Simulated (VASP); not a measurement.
# Nb (Pm-3m) in VASP: further runs, part 2 of 2

VASP 6.6.1.

## (3) Single point, PBEsol (volume scaled by 0.92)

File INCAR:

```
SYSTEM = Nb
PREC = Accurate
ENCUT = 520
EDIFF = 1E-6
ISMEAR = -1
SIGMA = 0.1
LREAL = .False.
LASPH = .True.
NELM = 80
ALGO = Normal
ISIF = 2
LWAVE = .False.
LCHARG = .True.
GGA = PS
LELF = .True.
LVHAR = .True.
NBANDS = 12
```

File KPOINTS:

```
regular mesh
0
Gamma
  13 13 13
  0 0 0
```

File POSCAR:

```
Nb
1.0
    2.6125200719      0.0000000000      0.0000000000
    0.0000000000      2.6125200719      0.0000000000
    0.0000000000      0.0000000000      2.6125200719
Nb
1
Direct
    0.0000000000      0.0000000000      0.0000000000
```

Potentials or basis: VASP PAW PBE potentials, release 64 (Nb_sv).

Run with:

```
$ cat potpaw_PBE.64/Nb_sv/POTCAR > POTCAR
$ mpirun -np 1 vasp_std > vasp.out
```

OUTCAR:

```text
SYSTEM = Nb
   PREC = Accurate
   ENCUT = 520
   EDIFF = 1E-6
   ISMEAR = -1
   LREAL = .False.
   LASPH = .True.
   NELM = 80
   ISIF = 2
   GGA = PS

 ion  position               nearest neighbor table
   1  0.000  0.000  0.000-

  LATTYP: Found a simple cubic cell.
 ALAT       =     2.6125200719

  Lattice vectors:

 A1 = (   2.6125200719,   0.0000000000,   0.0000000000)
 A2 = (   0.0000000000,   2.6125200719,   0.0000000000)
 A3 = (   0.0000000000,   0.0000000000,   2.6125200719)

Analysis of symmetry for initial positions (statically):
=====================================================================
 Subroutine PRICEL returns:
 Original cell was already a primitive cell.

 Routine SETGRP: Setting up the symmetry group for a
 simple cubic supercell.

 Subroutine GETGRP returns: Found 48 space group operations
 (whereof 48 operations were pure point group operations)
 out of a pool of 48 trial point group operations.

The static configuration has the point symmetry O_h .

Analysis of symmetry for dynamics (positions and initial velocities):
=====================================================================
 Subroutine PRICEL returns:
 Original cell was already a primitive cell.

 Routine SETGRP: Setting up the symmetry group for a
 simple cubic supercell.

 Subroutine GETGRP returns: Found 48 space group operations
 (whereof 48 operations were pure point group operations)
 out of a pool of 48 trial point group operations.

The dynamic configuration has the point symmetry O_h .

 Subroutine INISYM returns: Found 48 space group operations
 (whereof 48 operations are pure point group operations),
 and found     1 'primitive' translations

----------------------------------------------------------------------------------------

                                     Primitive cell

  volume of cell :      17.8311

[... 105 lines left out ...]
     AMIX     =   0.40;   BMIX     =  1.00
     AMIX_MAG =   1.60;   BMIX_MAG =  1.00
  volume/ion in A,a.u.               =      17.83       120.33
  Fermi-wavevector in a.u.,A,eV,Ry     =   1.473430  2.784380 29.538212  2.170997
  Thomas-Fermi vector in A             =   2.588324
   LORBIT       =      0    0 simple, 1 ext, 2 COOP (PROOUT), +10 PAW based schemes
   GGA     = PS    functional components
   LHFCALC =     F    Hartree Fock is set to
   AEXX    =    0.0000 exact exchange contribution
   IVDW    =     0    specifies the selected vdW correction
   LEPSILON=     F    determine dielectric tensor
   LRPA    =     F    only Hartree local field effects (RPA)
 non-spin polarized calculation
  energy-cutoff  :      520.00
  volume of cell :       17.83
 maximum number of plane-waves:       492
 NGX is ok and might be reduce to    20
   NGX =  9   NGY =  9   NGZ =  9

 number of electron      13.0000003 magnetization

 Free energy of the ion-electron system (eV)
  ---------------------------------------------------
  ext. energy  EPLUGINS =         0.00000000
  ---------------------------------------------------
  free energy    TOTEN  =        -9.89467343 eV

  energy without entropy =       -9.86611624  energy(sigma->0) =       -9.88039483

 E-fermi :  11.3241     XC(G=0): -12.5680

 val. band max:       11.2568964603   @ k =   0.3846   0.3077   0.2308
 cond. band min:      11.3791194496   @ k =   0.3846   0.0769   0.0000
 fundamental gap:      0.1222229893
 Fermi energy:        11.3241388430

 k-point     1 :       0.0000    0.0000    0.0000
  band No.  band energies     occupation
      1     -43.2727      2.00000
      2     -18.2747      2.00000
      3     -18.2747      2.00000
      4     -18.2747      2.00000
      5       5.4224      2.00000
      6       8.0208      2.00000
      7       8.0208      2.00000
      8      17.1723      0.00000
      9      17.1723      0.00000
     10      17.1723      0.00000
     11      26.9402      0.00000
     12      26.9402      0.00000
[... 331 lines left out ...]
 k-point    24 :       0.3846    0.3077    0.0000
  band No.  band energies     occupation
      1     -42.8327      2.00000
      2     -19.8666      2.00000
      3     -19.4460      2.00000
      4     -17.9811      2.00000
      5       7.8547      2.00000
      6       9.5407      2.00000
      7      13.7132      0.00000
      8      14.1621      0.00000
      9      14.9454      0.00000
     10      15.5137      0.00000
     11      21.9775      0.00000
     12      26.4464      0.00000

 [... further k-points ...]
[... 5 lines left out ...]
  --------------------------------------------------------------------------------------
  -------------------------------------------------------------------------------------
  Total        1.4911056      1.4911056      1.4911056     -0.0000000     -0.0000000      0.0000000
  in kB      133.9800352    133.9800352    133.9800352     -0.0000000     -0.0000000      0.0000000
  external PRESSURE =     133.9800352 kB  Pullay stress =       0.0000000 kB

 VOLUME and BASIS-vectors are now :
 -----------------------------------------------------------------------------
  energy-cutoff  :      520.00
  volume of cell :       17.83
      direct lattice vectors                 reciprocal lattice vectors
     2.612520072  0.000000000  0.000000000     0.382772179  0.000000000  0.000000000
     0.000000000  2.612520072  0.000000000     0.000000000  0.382772179  0.000000000
     0.000000000  0.000000000  2.612520072     0.000000000  0.000000000  0.382772179

 POSITION                                       TOTAL-FORCE (eV/Angst)
 -----------------------------------------------------------------------------------
      0.00000      0.00000      0.00000         0.000000      0.000000      0.000000
 -----------------------------------------------------------------------------------
    total drift:                                0.000000      0.000000      0.000000

  FREE ENERGIE OF THE ION-ELECTRON SYSTEM (eV)
  ---------------------------------------------------
  free  energy   TOTEN  =        -9.8946734292 eV

  energy  without entropy=       -9.8661162375  energy(sigma->0) =       -9.88039483
```

OSZICAR:

```text
N       E                     dE             d eps       ncg     rms          rms(c)
DAV:   1     0.124588931075E+03    0.12459E+03   -0.73221E+03  2040   0.109E+03
DAV:   2    -0.494306643909E+01   -0.12953E+03   -0.12364E+03  2144   0.393E+02
DAV:   3    -0.984344249666E+01   -0.49004E+01   -0.45943E+01  2828   0.681E+01
DAV:   4    -0.101443867977E+02   -0.30094E+00   -0.29805E+00  2872   0.153E+01
DAV:   5    -0.101575622205E+02   -0.13175E-01   -0.13171E-01  2956   0.253E+00    0.792E+00
DAV:   6    -0.990457177094E+01    0.25299E+00   -0.43443E-01  3232   0.820E+00    0.311E+00
DAV:   7    -0.988837415407E+01    0.16198E-01   -0.11974E-01  3300   0.430E+00    0.941E-01
DAV:   8    -0.989461114761E+01   -0.62370E-02   -0.14232E-02  2268   0.152E+00    0.438E-02
DAV:   9    -0.989466787256E+01   -0.56725E-04   -0.11990E-03  3200   0.274E-01    0.692E-02
DAV:  10    -0.989467372492E+01   -0.58524E-05   -0.25345E-05  2332   0.392E-02    0.640E-02
DAV:  11    -0.989467371261E+01    0.12315E-07   -0.45472E-05  2420   0.111E-01    0.106E-02
DAV:  12    -0.989467342920E+01    0.28341E-06   -0.53363E-07  1672   0.117E-02
   1 F= -.98946734E+01 E0= -.98803948E+01  d E =-.285572E-01
```

Wall time 10 s (1 thread of Intel Xeon Platinum 8375C at 2.90GHz (Ice Lake), shared host); peak memory 0.13 GiB.

What came out:

* Free energy: -9.8947 eV
* Pressure: 13.4 GPa

Caveat: the cell differs from its parent crystal (volume scaled by 0.92); the PAW data sets were made with another functional, which shifts forces and pressure a little.

## (4) Single point, PBEsol (volume scaled by 0.96)

File INCAR:

```
SYSTEM = Nb
PREC     = Accurate       ! precision mode
ENCUT    = 520            ! plane-wave cutoff, eV
EDIFF    = 1E-6           ! SCF threshold, eV
ISMEAR   = -1             ! smearing method
SIGMA    = 0.1            ! smearing width, eV
LREAL    = .FALSE.        ! projectors in reciprocal space
LASPH    = .TRUE.         ! aspherical terms in the spheres
NELM     = 60             ! most SCF steps
ALGO     = Normal         ! electronic algorithm
ISIF     = 2              ! what is computed and relaxed
LWAVE    = .FALSE.        ! write WAVECAR
LCHARG   = .FALSE.        ! write CHGCAR
GGA      = PS             ! functional
NBANDS   = 12             ! bands
```

File KPOINTS:

```
Automatic mesh
0
G
  13 13 13
  0 0 0
```

File POSCAR:

```
Nb
1.0
    2.6498468303      0.0000000000      0.0000000000
    0.0000000000      2.6498468303      0.0000000000
    0.0000000000      0.0000000000      2.6498468303
Nb
1
Direct
    0.0000000000      0.0000000000      0.0000000000
```

Run with:

```
$ cat potpaw_PBE.64/Nb_sv/POTCAR > POTCAR
$ mpirun -np 1 vasp_std > vasp.out
```

Run time: 10 s. Hardware: 1 thread of Intel Xeon Platinum 8375C at 2.90GHz (Ice Lake), shared host; peak memory 0.13 GiB.

It converged, with:

- Free energy: -9.9409 eV
- Pressure: 5.7 GPa

Levels at points of the mesh, in eV from the Fermi level:
```csv
k point,band 5,band 6,band 7,band 8,band 9,band 10
"(0.00, 0.00, 0.00)",-5.82,-3.11,-3.11,5.57,5.57,5.57
```

Caveat: the cell differs from its parent crystal (volume scaled by 0.96); the PAW data sets were made with another functional, which shifts forces and pressure a little.

## (5) Single point, PBEsol

This run uses another cell than the first one, of 19.38 Å³/atom, 1.136 times its volume.

File INCAR:

```
PREC     = Accurate       # precision mode
ENCUT    = 520            # plane-wave cutoff, eV
EDIFF    = 1E-7           # SCF threshold, eV
ISMEAR   = -1             # smearing method
SIGMA    = 0.1            # smearing width, eV
LREAL    = F              # projectors in reciprocal space
LASPH    = T              # aspherical terms in the spheres
NELM     = 60             # most SCF steps
ALGO     = Normal         # electronic algorithm
ISIF     = 2              # what is computed and relaxed
LWAVE    = F              # write WAVECAR
LCHARG   = F              # write CHGCAR
GGA      = PS             # functional
NBANDS   = 12             # bands
```

File KPOINTS:

```
Automatic mesh
0
Gamma
  12 12 12
```

File POSCAR:

```
Nb
1.0
    2.6861506132      0.0000000000      0.0000000000
    0.0000000000      2.6861506132      0.0000000000
    0.0000000000      0.0000000000      2.6861506132
Nb
1
Direct
    0.0000000000      0.0000000000      0.0000000000
```

Run with:

```
$ cat potpaw_PBE.64/Nb_sv/POTCAR > POTCAR
$ mpirun -np 1 vasp_std > vasp.out
```

It took 11 s on 1 thread of Intel Xeon Platinum 8375C at 2.90GHz (Ice Lake), shared host; peak memory 0.13 GiB.

The run converged. Its results:

```
Free energy : -9.9583 eV
Pressure    : -0.2 GPa
```

Levels at points of the mesh, in eV from the Fermi level:
| k point | band 3 | band 4 | band 5 | band 6 | band 7 | band 8 | band 9 | band 10 | band 11 | band 12 |
| --- | --- | --- | --- | --- | --- | --- | --- | --- | --- | --- |
| (0.00, 0.00, 0.00) | -29.79 | -29.79 | -5.70 | -2.91 | -2.91 | 5.33 | 5.33 | 5.33 | 14.89 | 14.89 |
| (0.50, 0.00, 0.00) | -29.64 | -29.64 | -2.56 | -1.98 | 0.59 | 1.90 | 1.90 | 5.69 | 10.12 | 13.50 |
| (0.50, 0.50, 0.00) | -31.16 | -29.50 | -4.29 | -1.06 | 2.62 | 2.62 | 5.97 | 5.97 | 7.66 | 14.38 |
| (0.50, 0.50, 0.50) | -30.94 | -30.94 | -2.64 | -2.64 | -2.64 | 7.35 | 7.90 | 7.90 | 12.73 | 12.73 |

Caveat: the PAW data sets were made with another functional, which shifts forces and pressure a little.

## (6) Overview

| cell | k mesh | gap on the mesh (eV) | pressure (GPa) |
| --- | --- | --- | --- |
| a = 2.574 Å, 1 atom | 13 × 13 × 13 | none | 22.8 |
| a = 2.613 Å, 1 atom | 13 × 13 × 13 | none | 13.4 |
| a = 2.650 Å, 1 atom | 13 × 13 × 13 | none | 5.7 |
| a = 2.686 Å, 1 atom | 12 × 12 × 12 | none | -0.2 |

Alike in all rows: task single point; level PBEsol; potentials or basis VASP PAW PBE potentials, release 64 (Nb_sv); no spin polarisation; cutoff (eV) 520; smearing fermi-dirac 0.1 eV.

Caveats: the PAW data sets were made with another functional, which shifts forces and pressure a little.

Absolute energies hang on the potentials; compare differences alone.
